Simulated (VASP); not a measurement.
# Sr2MoNO6 (I4/m) in VASP: single point with r2SCAN

Aim: the single point of Sr2MoNO6 with r2SCAN.

All numbers are computed with VASP 6.6.1; they aren't measurements. Logs are shortened: lines on timing, memory, paths and dates and some standing lists are left out, and cuts for length are marked.

## Step 1: The cell of the first run

The structure is tetragonal, space group I4/m (No. 87). Conventional cell: a = 5.548 Å, b = 5.548 Å, c = 7.894 Å, α = 90.00°, β = 90.00°, γ = 90.00°. O (site symmetry 4) has 1 Mo at 1.95 Å and 1 N at 1.99 Å within 2.6 Å. Within 3.2 Å of O (site symmetry m) lie 1 Mo at 1.90 Å and 1 N at 2.10 Å and 4 Sr at 2.54 to 3.06 Å and 9 O at 2.68 to 3.19 Å. Within 2.6 Å of N (site symmetry 4/m) lie 6 O at 1.99 to 2.10 Å. Within 2.5 Å of Mo (site symmetry 4/m) lie 6 O at 1.90 to 1.95 Å. Within 3.5 Å of Sr (site symmetry -4) lie 12 O at 2.54 to 3.06 Å and 4 Mo at 3.40 Å and 4 N at 3.40 Å.

## Step 2: Single point, r2SCAN

The input, POSCAR:

```
Sr2MoNO6
1.0
    0.0000000000      5.5482050000     -0.0000003514
    5.5482050000      0.0000000000     -0.0000003514
    2.7741022500      2.7741022500     -3.9469203514
O N Mo Sr
6 1 1 2
Direct
    0.2475580400      0.2475580400      0.5048839199
    0.7524419600      0.7524419600      0.4951160801
    0.1898819460      0.2841513772      0.0000000000
    0.2841513772      0.8101180540      0.0000000000
    0.8101180540      0.7158486228      0.0000000000
    0.7158486228      0.1898819460      0.0000000000
    0.5000000000      0.5000000000      0.0000000000
    0.0000000000      0.0000000000      0.0000000000
    0.7500000000      0.2500000000      0.5000000000
    0.2500000000      0.7500000000      0.5000000000
```

The input, INCAR.step1:

```
SYSTEM = Sr2MoNO6
  ALGO = Normal
  EDIFF = 1E-4
  ENCUT = 520
  GGA = PE
  ISMEAR = -1
  LASPH = .True.
  LCHARG = .False.
  LREAL = .False.
  LWAVE = .True.
  NBANDS = 48
  NELM = 80
  PREC = Accurate
  SIGMA = 0.1
```

The input, INCAR.step2:

```
SYSTEM = Sr2MoNO6
  ALGO = Normal
  EDIFF = 1E-6
  ENCUT = 520
  ISIF = 2
  ISMEAR = -1
  ISTART = 1
  LASPH = .True.
  LCHARG = .True.
  LELF = .True.
  LMIXTAU = .True.
  LREAL = .False.
  LVHAR = .True.
  LWAVE = .False.
  METAGGA = R2SCAN
  NBANDS = 48
  NELM = 80
  PREC = Accurate
  SIGMA = 0.1
```

The input, KPOINTS:

```
k-points
0
Gamma
  5 5 5
  0 0 0
```

Potentials or basis: VASP PAW PBE potentials, release 64 (O, N, Mo_sv, Sr_sv).

Run with:

```console
$ cat potpaw_PBE.64/O/POTCAR potpaw_PBE.64/N/POTCAR potpaw_PBE.64/Mo_sv/POTCAR potpaw_PBE.64/Sr_sv/POTCAR > POTCAR
$ cp INCAR.step1 INCAR
$ mpirun -np 1 vasp_std > vasp.out
$ cp INCAR.step2 INCAR
$ mpirun -np 1 vasp_std > vasp.out
```

OUTCAR:

```text
SYSTEM = Sr2MoNO6
   EDIFF = 1E-6
   ENCUT = 520
   ISIF = 2
   ISMEAR = -1
   ISTART = 1
   LASPH = .True.
   LREAL = .False.
   METAGGA = R2SCAN
   NELM = 80
   PREC = Accurate

 ion  position               nearest neighbor table
   1  0.248  0.248  0.505-   8 1.95   9 2.77  10 2.77  10 2.77   9 2.77
   2  0.752  0.752  0.495-   8 1.95   9 2.77  10 2.77   9 2.77  10 2.77
   3  0.190  0.284  0.000-   8 1.90   9 2.54  10 2.54  10 3.06   9 3.06
   4  0.284  0.810  0.000-   8 1.90  10 2.54   9 2.54  10 3.06   9 3.06
   5  0.810  0.716  0.000-   8 1.90  10 2.54   9 2.54   9 3.06  10 3.06
   6  0.716  0.190  0.000-   8 1.90   9 2.54  10 2.54   9 3.06  10 3.06
   7  0.500  0.500  0.000-   9 3.40  10 3.40   9 3.40  10 3.40  10 3.40   9 3.40  10 3.40   9 3.40

   8  0.000  0.000  0.000-   4 1.90   6 1.90   5 1.90   3 1.90   1 1.95   2 1.95   9 3.40  10 3.40
                             9 3.40  10 3.40   9 3.40  10 3.40   9 3.40  10 3.40
   9  0.750  0.250  0.500-   6 2.54   3 2.54   5 2.54   4 2.54   1 2.77   2 2.77   2 2.77   1 2.77
                             6 3.06   5 3.06   3 3.06   4 3.06   8 3.40   8 3.40   7 3.40   7 3.40
  10  0.250  0.750  0.500-   4 2.54   5 2.54   3 2.54   6 2.54   1 2.77   2 2.77   2 2.77   1 2.77
                             4 3.06   3 3.06   5 3.06   6 3.06   7 3.40   8 3.40   7 3.40   8 3.40

  LATTYP: Found a body centered tetragonal cell.
 ALAT       =     5.5482050000
 C/A-ratio  =     1.4227736718

  Lattice vectors:

 A1 = (  -2.7741022500,   2.7741027500,   3.9469200000)
 A2 = (   2.7741027500,  -2.7741022500,   3.9469200000)
 A3 = (   2.7741022500,   2.7741022500,  -3.9469203514)

Analysis of symmetry for initial positions (statically):
=====================================================================
 Subroutine PRICEL returns:
 Original cell was already a primitive cell.

 Routine SETGRP: Setting up the symmetry group for a
 body centered tetragonal supercell.

 Subroutine GETGRP returns: Found  8 space group operations
 (whereof  8 operations were pure point group operations)
 out of a pool of 16 trial point group operations.

The static configuration has the point symmetry C_4h.

Analysis of symmetry for dynamics (positions and initial velocities):
=====================================================================
 Subroutine PRICEL returns:
 Original cell was already a primitive cell.

 Routine SETGRP: Setting up the symmetry group for a
 body centered tetragonal supercell.

 Subroutine GETGRP returns: Found  8 space group operations
 (whereof  8 operations were pure point group operations)
 out of a pool of 16 trial point group operations.

The dynamic configuration has the point symmetry C_4h.

 Subroutine INISYM returns: Found  8 space group operations
 (whereof  8 operations are pure point group operations),
 and found     1 'primitive' translations

----------------------------------------------------------------------------------------

                                     Primitive cell

  volume of cell :     121.4964

  direct lattice vectors                    reciprocal lattice vectors
     0.000000000  5.548205000 -0.000000351     0.000000008  0.180238482  0.126681046
     5.548205000  0.000000000 -0.000000351     0.180238482  0.000000008  0.126681046
     2.774102250  2.774102250 -3.946920351    -0.000000016 -0.000000016 -0.253362115

  length of vectors
     5.548205000  5.548205000  5.565021729     0.220304330  0.220304330  0.253362115

  position of ions in fractional coordinates (direct lattice)
     0.247558040  0.247558040  0.504883920
     0.752441960  0.752441960  0.495116080
     0.189881946  0.284151377  0.000000000
     0.284151377  0.810118054  0.000000000
     0.810118054  0.715848623  0.000000000
     0.715848623  0.189881946  0.000000000
     0.500000000  0.500000000  0.000000000
     0.000000000  0.000000000  0.000000000
     0.750000000  0.250000000  0.500000000
     0.250000000  0.750000000  0.500000000

  ion indices of the primitive-cell ions
   primitive index   ion index
                 1           1
                 2           2
                 3           3
                 4           4
                 5           5
                 6           6
                 7           7
                 8           8
                 9           9
                10          10

----------------------------------------------------------------------------------------

 KPOINTS: k-points

Automatic generation of k-mesh.
 Grid dimensions read from file:
 generate k-points for:    5    5    5

 Generating k-lattice:

  Cartesian coordinates                     Fractional coordinates (reciprocal lattice)
     0.000000002  0.036047696  0.025336209     0.200000000  0.000000000  0.000000000
     0.036047696  0.000000002  0.025336209     0.000000000  0.200000000  0.000000000
    -0.000000003 -0.000000003 -0.050672423     0.000000000  0.000000000  0.200000000

  Length of vectors
     0.044060866  0.044060866  0.050672423

  Shift w.r.t. Gamma in fractional coordinates (k-lattice)
     0.000000000  0.000000000  0.000000000

 Subroutine IBZKPT returns following result:
 ===========================================

 Found     21 irreducible k-points:

 Following reciprocal coordinates:
            Coordinates               Weight
  0.000000  0.000000  0.000000      1.000000
  0.200000  0.000000  0.000000      8.000000
  0.400000  0.000000  0.000000      8.000000
  0.200000  0.200000 -0.000000      8.000000
  0.400000  0.200000  0.000000      8.000000
 -0.200000 -0.400000 -0.000000      8.000000
[... 13 lines left out ...]
  0.000000  0.000000  0.400000      2.000000
 -0.200000  0.000000  0.400000      4.000000
   k-points           NKPTS =     21   k-points in BZ     NKDIM =     21   number of bands    NBANDS=     48
   number of dos      NEDOS =    301   number of ions     NIONS =     10
   total plane-waves  NPLWV =  74088
   dimension x,y,z NGX =    42 NGY =   42 NGZ =   42
   dimension x,y,z NGXF=    84 NGYF=   84 NGZF=   84
   ions per type =               6   1   1   2
   NGX,Y,Z   is equivalent  to a cutoff of  12.58, 12.58, 12.55 a.u.
   NGXF,Y,Z  is equivalent  to a cutoff of  25.17, 25.17, 25.09 a.u.
 SYSTEM =  Sr2MoNO6
   PREC   = accura    normal or accurate (medium, high low for compatibility)
   ISTART =      1    job   : 0-new  1-cont  2-samecut
   ICHARG =      0    charge: 1-file 2-atom 10-const
   ISPIN  =      1    spin polarized calculation?
   LNONCOLLINEAR =      F non collinear calculations
   LSORBIT =      F    spin-orbit coupling
   LASPH  =      T    aspherical Exc in radial PAW
   ENCUT  =  520.0 eV  38.22 Ry    6.18 a.u.  10.32 10.32 10.35*2*pi/ulx,y,z
   NELM   =     80;   NELMIN=  2; NELMDL=  0     # of ELM steps
   EDIFF  = 0.1E-05   stopping-criterion for ELM
   LREAL  =      F    real-space projection
   EDIFFG = 0.1E-04   stopping-criterion for IOM
   NSW    =      0    number of steps for IOM
   IBRION =     -1    ionic relax: 0-MD 1-quasi-New 2-CG
   NFREE  =      0    steps in history (QN), initial steepest desc. (CG)
   ISIF   =      2    stress and relaxation
   ISYM   =      2    0-nonsym 1-usesym 2-fastsym
   POTIM  = 0.5000    time-step for ionic-motion
   TEBEG  =    0.0;   TEEND  =   0.0 temperature during run
   PSTRESS=    0.0 pullay stress
   NELECT =      75.0000    total number of electrons
   NUPDOWN=      -1.0000    fix difference up-down
   EMIN   =  10.00;   EMAX   =-10.00  energy-range for DOS
   EFERMI =   0.00;   METHOD = LEGACY
   ISMEAR =    -1;   SIGMA  =   0.10  broadening in eV -4-tet -1-fermi 0-gaus
   EFERMI_NEDOS =   21; number of points for ismear=-14 and -15
   IALGO  =     38    algorithm
   IMIX   =      4    mixing-type and parameters
     AMIX     =   0.40;   BMIX     =  1.00
     AMIX_MAG =   1.60;   BMIX_MAG =  1.00
  volume/ion in A,a.u.               =      12.15        81.99
  Fermi-wavevector in a.u.,A,eV,Ry     =   1.393930  2.634145 26.436657  1.943039
  Thomas-Fermi vector in A             =   2.517528
   LORBIT       =      0    0 simple, 1 ext, 2 COOP (PROOUT), +10 PAW based schemes
   METAGGA = R2SCAN    functional components
   LHFCALC =     F    Hartree Fock is set to
   AEXX    =    0.0000 exact exchange contribution
   IVDW    =     0    specifies the selected vdW correction
   LEPSILON=     F    determine dielectric tensor
   LRPA    =     F    only Hartree local field effects (RPA)
 non-spin polarized calculation
  energy-cutoff  :      520.00
  volume of cell :      121.50
 maximum number of plane-waves:      3294
 NGX is ok and might be reduce to    42
   NGX = 21   NGY = 21   NGZ = 21

 number of electron      75.0000018 magnetization

 Free energy of the ion-electron system (eV)
  ---------------------------------------------------
  ext. energy  EPLUGINS =         0.00000000
  ---------------------------------------------------
  free energy    TOTEN  =      -116.77945182 eV

  energy without entropy =     -116.69825900  energy(sigma->0) =     -116.73885541

 E-fermi :   4.4336     XC(G=0): -11.6861

 val. band max:        4.4045621230   @ k =  -0.2000  -0.2000   0.2000
 cond. band min:       4.4474393492   @ k =   0.4000   0.2000   0.0000
 fundamental gap:      0.0428772262
 Fermi energy:         4.4336326431

 k-point     1 :       0.0000    0.0000    0.0000
  band No.  band energies     occupation
      1     -60.7284      2.00000
      2     -34.1612      2.00000
      3     -34.1612      2.00000
      4     -34.1580      2.00000
      5     -30.6889      2.00000
      6     -30.6289      2.00000
[... 40 lines left out ...]
     47      11.0471      0.00000
     48      11.0832      0.00000

 k-point     2 :       0.2000    0.0000    0.0000
  band No.  band energies     occupation
      1     -60.7284      2.00000
      2     -34.1617      2.00000
      3     -34.1612      2.00000
      4     -34.1582      2.00000
      5     -30.6817      2.00000
      6     -30.6340      2.00000
[... 961 lines left out ...]
 k-point    21 :      -0.2000    0.0000    0.4000
  band No.  band energies     occupation
      1     -60.7284      2.00000
      2     -34.1619      2.00000
      3     -34.1614      2.00000
      4     -34.1598      2.00000
      5     -30.6583      2.00000
      6     -30.6520      2.00000
[... 40 lines left out ...]
     47      11.5378      0.00000
     48      11.8760      0.00000

------------------------ aborting loop because EDIFF is reached ----------------------------------------

  FORCE on cell =-STRESS in cart. coord.  units (eV):
  Direction    XX          YY          ZZ          XY          YZ          ZX
  --------------------------------------------------------------------------------------
  -------------------------------------------------------------------------------------
  Total        1.4533663      1.4533663     -2.6918039     -0.0000030     -0.0000003     -0.0000003
  in kB       19.1655967     19.1655967    -35.4969209     -0.0000396     -0.0000035     -0.0000035
  external PRESSURE =       0.9447575 kB  Pullay stress =       0.0000000 kB

 VOLUME and BASIS-vectors are now :
 -----------------------------------------------------------------------------
  energy-cutoff  :      520.00
  volume of cell :      121.50
      direct lattice vectors                 reciprocal lattice vectors
     0.000000000  5.548205000 -0.000000351     0.000000008  0.180238482  0.126681046
     5.548205000  0.000000000 -0.000000351     0.180238482  0.000000008  0.126681046
     2.774102250  2.774102250 -3.946920351    -0.000000016 -0.000000016 -0.253362115

 POSITION                                       TOTAL-FORCE (eV/Angst)
 -----------------------------------------------------------------------------------
      2.77410      2.77410     -1.99274         0.000000      0.000000      0.089222
      5.54820      5.54820     -1.95418        -0.000000     -0.000000     -0.089222
      1.57653      1.05350     -0.00000         0.081541      0.088656     -0.000000
      4.49470      1.57653     -0.00000        -0.088656      0.081541      0.000000
      3.97167      4.49470     -0.00000        -0.081541     -0.088656      0.000000
      1.05350      3.97167     -0.00000         0.088656     -0.081541     -0.000000
      2.77410      2.77410     -0.00000        -0.000000      0.000000      0.000000
      0.00000      0.00000      0.00000        -0.000000      0.000000      0.000000
      2.77410      5.54820     -1.97346        -0.000000     -0.000000      0.000000
      5.54820      2.77410     -1.97346        -0.000000     -0.000000      0.000000
 -----------------------------------------------------------------------------------
    total drift:                                0.000000      0.000000     -0.000000

  FREE ENERGIE OF THE ION-ELECTRON SYSTEM (eV)
  ---------------------------------------------------
  free  energy   TOTEN  =      -116.7794518184 eV

  energy  without entropy=     -116.6982589990  energy(sigma->0) =     -116.73885541
```

Run time: 11 min. Hardware: 1 thread of Intel Xeon Platinum 8375C at 2.90GHz (Ice Lake), shared host; peak memory 0.36 GiB.

Results:

| Item | Value |
| --- | --- |
| Free energy | -116.7795 eV |
| Pressure | 0.1 GPa |
| Largest force | 0.120 eV/Å |
| Band gap on the k mesh | zero (an odd number of electrons rules out a gap without spin polarisation) |

Forces in eV/Å, atoms in the order of the input:
```
O    0.000  0.000  0.089
O    0.000  0.000 -0.089
O    0.082  0.089  0.000
O   -0.089  0.082  0.000
O   -0.082 -0.089  0.000
O    0.089 -0.082  0.000
N    0.000  0.000  0.000
Mo   0.000  0.000  0.000
Sr   0.000  0.000  0.000
Sr   0.000  0.000  0.000
```

Caveat: the stress differs along the axes, from -4 to 2 GPa; the PAW data sets were made with another functional, which shifts forces and pressure a little; an odd number of electrons without spin polarisation forces a metal; a magnetic or distorted state may lie lower.

The gap in the log of VASP goes by the Fermi energy; the results here count the filled bands.